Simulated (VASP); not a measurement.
# InSe (C2/m) in VASP: notebook, part 2 of 2

VASP 6.6.1. Earlier steps stand in the parts before.

## 3. Single point, PBEsol

This run uses another cell than the first one: it holds 8 atoms, not 4.

INCAR

```
ALGO = Normal
EDIFF = 1E-6
ENCUT = 520
GGA = PS
ISIF = 2
ISMEAR = 0
LASPH = True
LCHARG = True
LELF = True
LREAL = False
LVHAR = True
LWAVE = False
NBANDS = 48
NELM = 60
PREC = Accurate
SIGMA = 0.05
```

KPOINTS

```
k-points
0
Gamma
  6 7 3
```

POSCAR

```
InSe
1.0
    1.6051187225      0.0000000000     -4.2720903381
    0.0000000000      4.1105485099      0.0000000000
   10.1447341905      0.0000000000      4.2615005583
In Se
4 4
Direct
    0.8567487310      0.0000000000      0.8858026583
    0.3567487310      0.5000000000      0.3858026583
    0.1432512690      0.0000000000      0.1141973417
    0.6432512690      0.5000000000      0.6141973417
    0.0172344494      0.0000000000      0.6547212196
    0.5172344494      0.5000000000      0.1547212196
    0.9827655506      0.0000000000      0.3452787804
    0.4827655506      0.5000000000      0.8452787804
```

Potentials or basis: VASP PAW PBE potentials, release 64 (In_d, Se).

Command:

```console
cat potpaw_PBE.64/In_d/POTCAR potpaw_PBE.64/Se/POTCAR > POTCAR
mpirun -np 1 vasp_std > vasp.out
```

OUTCAR:

```text
EDIFF = 1E-6
   ENCUT = 520
   GGA = PS
   ISIF = 2
   ISMEAR = 0
   LASPH = True
   LREAL = False
   NELM = 60
   PREC = Accurate

 ion  position               nearest neighbor table
   1  0.857  0.000  0.886-   5 2.67   8 2.70   8 2.70   3 2.79   4 3.73   4 3.73
   2  0.357  0.500  0.386-   6 2.67   7 2.70   7 2.70   4 2.79   3 3.73   3 3.73
   3  0.143  0.000  0.114-   7 2.67   6 2.70   6 2.70   1 2.79   2 3.73   2 3.73
   4  0.643  0.500  0.614-   8 2.67   5 2.70   5 2.70   2 2.79   1 3.73   1 3.73
   5  0.017  0.000  0.655-   1 2.67   4 2.70   4 2.70
   6  0.517  0.500  0.155-   2 2.67   3 2.70   3 2.70
   7  0.983  0.000  0.345-   3 2.67   2 2.70   2 2.70
   8  0.483  0.500  0.845-   4 2.67   1 2.70   1 2.70

  LATTYP: Found a simple monoclinic cell.
 ALAT       =     4.5636785568
 B/A-ratio  =     0.9007094734
 C/A-ratio  =     2.4110933144
 COS(beta)  =    -0.0382747279

  Lattice vectors:

 A1 = (   1.6051187225,   0.0000000000,  -4.2720903381)
 A2 = (   0.0000000000,   4.1105485099,   0.0000000000)
[... 210 lines left out ...]
 cond. band min:       5.7455381415   @ k =   0.0000   0.0000   0.3333
 fundamental gap:      0.8133991198
 Fermi energy:         5.1443590799

 k-point     1 :       0.0000    0.0000    0.0000
  band No.  band energies     occupation
      1      -9.6994      2.00000
      2      -9.6830      2.00000
      3      -9.5749      2.00000
      4      -9.4305      2.00000
      5      -9.4214      2.00000
      6      -9.4000      2.00000
[... 1213 lines left out ...]
     47      10.0127      0.00000
     48      10.5375      0.00000

 [... further k-points ...]

------------------------ aborting loop because EDIFF is reached ----------------------------------------

  FORCE on cell =-STRESS in cart. coord.  units (eV):
  Direction    XX          YY          ZZ          XY          YZ          ZX
  --------------------------------------------------------------------------------------
  -------------------------------------------------------------------------------------
  Total        0.0764527      0.1060871      0.0656517      0.0000000      0.0000000      0.0125288
  in kB        0.5938517      0.8240391      0.5099543      0.0000000      0.0000000      0.0973185
  external PRESSURE =       0.6426150 kB  Pullay stress =       0.0000000 kB

 VOLUME and BASIS-vectors are now :
 -----------------------------------------------------------------------------
  energy-cutoff  :      520.00
  volume of cell :      206.27
      direct lattice vectors                 reciprocal lattice vectors
     1.605118723  0.000000000 -4.272090338     0.084925240  0.000000000 -0.202169158
     0.000000000  4.110548510  0.000000000     0.000000000  0.243276535  0.000000000
    10.144734190  0.000000000  4.261500558     0.085136278  0.000000000  0.031987580

 POSITION                                       TOTAL-FORCE (eV/Angst)
 -----------------------------------------------------------------------------------
     10.36142      0.00000      0.11474         0.017575      0.000000     -0.004058
      4.48649      2.05527      0.12004         0.017575     -0.000000     -0.004058
      1.38844      0.00000     -0.12533        -0.017575     -0.000000      0.004058
      7.26336      2.05527     -0.13063        -0.017575     -0.000000      0.004058
      6.66964      0.00000      2.71647        -0.000961      0.000000     -0.018044
      2.39983      2.05527     -1.55033        -0.000961      0.000000     -0.018044
      5.08022      0.00000     -2.72706         0.000961      0.000000      0.018044
      9.35002      2.05527      1.53974         0.000961      0.000000      0.018044
 -----------------------------------------------------------------------------------
    total drift:                                0.000000      0.000000      0.000000

  FREE ENERGIE OF THE ION-ELECTRON SYSTEM (eV)
  ---------------------------------------------------
  free  energy   TOTEN  =       -31.1054750482 eV

  energy  without entropy=      -31.1054750482  energy(sigma->0) =      -31.10547505
```

It took 6.3 min on 1 thread of Intel Xeon Platinum 8259CL at 2.50GHz (Skylake/Cascade Lake), shared host; peak memory 0.47 GiB.

Results:

| Quantity | Value |
| --- | --- |
| Free energy | -31.1055 eV |
| Pressure | 0.1 GPa |
| Largest force | 0.018 eV/Å |
| Band gap on the k mesh | 0.81 eV |

Forces on the atoms (eV/Å):
```
In   0.018  0.000 -0.004
In   0.018  0.000 -0.004
In  -0.018  0.000  0.004
In  -0.018  0.000  0.004
Se  -0.001  0.000 -0.018
Se  -0.001  0.000 -0.018
Se   0.001  0.000  0.018
Se   0.001  0.000  0.018
```

Caveat: the PAW data sets were made with another functional, which shifts forces and pressure a little; spin-orbit coupling is left out, which moves the levels of the heavy elements; an odd mesh through Γ misses points on the zone boundary, where band edges can lie.

## 4. Single point, PBEsol

This run uses another cell than the first one, of 25.78 Å³/atom.

INCAR

```
PREC     = Accurate       # precision mode
ENCUT    = 520            # plane-wave cutoff, eV
EDIFF    = 1E-7           # SCF threshold, eV
ISMEAR   = 0              # smearing method
SIGMA    = 0.02           # smearing width, eV
LREAL    = F              # projectors in reciprocal space
LASPH    = T              # aspherical terms in the spheres
NELM     = 100            # most SCF steps
ALGO     = Normal         # electronic algorithm
ISIF     = 2              # what is computed and relaxed
LWAVE    = F              # write WAVECAR
LCHARG   = F              # write CHGCAR
GGA      = PS             # functional
NBANDS   = 27             # bands
```

KPOINTS

```
Automatic mesh
0
Gamma
  8 8 6
```

POSCAR

```
InSe
1.0
    5.8749264611     -2.0552742464     -0.0052949079
    5.8749264611      2.0552742464     -0.0052949079
   -1.6051187366      0.0000000000      4.2720903936
In Se
2 2
Direct
    0.8858026590      0.8858026590      0.0290539297
    0.1141973410      0.1141973410      0.9709460703
    0.6547212206      0.6547212206      0.6374867745
    0.3452787794      0.3452787794      0.3625132255
```

Command:

```console
cat potpaw_PBE.64/In_d/POTCAR potpaw_PBE.64/Se/POTCAR > POTCAR
mpirun -np 1 vasp_std > vasp.out
```

Run time: 8.2 min. Hardware: 1 thread of Intel Xeon 8259CL, shared host; peak memory 0.47 GiB.

Results (log left out):

```
Free energy            : -15.5525 eV
Pressure               : 0.1 GPa
Largest force          : 0.018 eV/Å
Band gap on the k mesh : 0.69 eV (least direct gap 1.04 eV)
```

Forces in eV/Å, atoms in the order of the input:
```
In   0.017  0.000 -0.004
In  -0.017  0.000  0.004
Se   0.000  0.000 -0.017
Se   0.000  0.000  0.017
```

Levels at points of the mesh, in eV from the valence-band top:
```tsv
k point	band 15	band 16	band 17	band 18	band 19	band 20	band 21	band 22	band 23	band 24
(0.00, 0.00, 0.00)	-3.77	-2.69	-2.41	-1.90	-1.55	2.58	3.32	3.83	4.93	5.15
(0.50, 0.00, 0.00)	-2.55	-2.16	-1.72	-1.54	-1.19	1.52	2.40	3.17	3.36	4.29
(0.50, 0.50, 0.00)	-2.90	-2.59	-1.28	-0.93	-0.44	1.00	2.59	2.64	4.36	5.81
(0.00, 0.00, 0.50)	-2.10	-1.91	-1.78	-1.30	-0.28	0.78	2.29	3.32	3.34	5.49
(0.50, 0.00, 0.50)	-4.05	-3.47	-2.76	-2.52	-1.92	2.05	3.01	4.21	4.38	6.80
(0.50, 0.50, 0.50)	-2.64	-1.67	-1.63	-1.25	-0.44	1.95	2.91	3.05	3.87	4.89
```

Caveat: the PAW data sets were made with another functional, which shifts forces and pressure a little; spin-orbit coupling is left out, which moves the levels of the heavy elements.

## 5. The runs side by side

| cell | k mesh | smearing | gap on the mesh (eV) | pressure (GPa) | largest force (eV/Å) |
| --- | --- | --- | --- | --- | --- |
| a = 6.179, b = 6.179, c = 4.864 Å, angles 108.9, 108.9, 38.8°, 4 atoms, atomic positions A | 8 × 8 × 6 | gaussian 0.02 eV | 0.95 | -0.8 | 0.02 |
| a = 4.564, b = 4.111, c = 11.003 Å, angles 90.0, 92.2, 90.0°, 8 atoms, atomic positions B | 6 × 7 × 3 | gaussian 0.05 eV | 0.81 | 0.1 | 0.02 |
| a = 6.224, b = 6.224, c = 4.564 Å, angles 109.4, 109.4, 38.6°, 4 atoms, atomic positions C | 8 × 8 × 6 | gaussian 0.02 eV | 0.69 | 0.1 | 0.02 |

Alike in all rows: task single point; level PBEsol; potentials or basis VASP PAW PBE potentials, release 64 (In_d, Se); no spin polarisation; cutoff (eV) 520.

Caveats: the PAW data sets were made with another functional, which shifts forces and pressure a little; spin-orbit coupling is left out, which moves the levels of the heavy elements; an odd mesh through Γ misses points on the zone boundary, where band edges can lie (at least some runs).

Absolute energies hang on the potentials; compare differences alone.
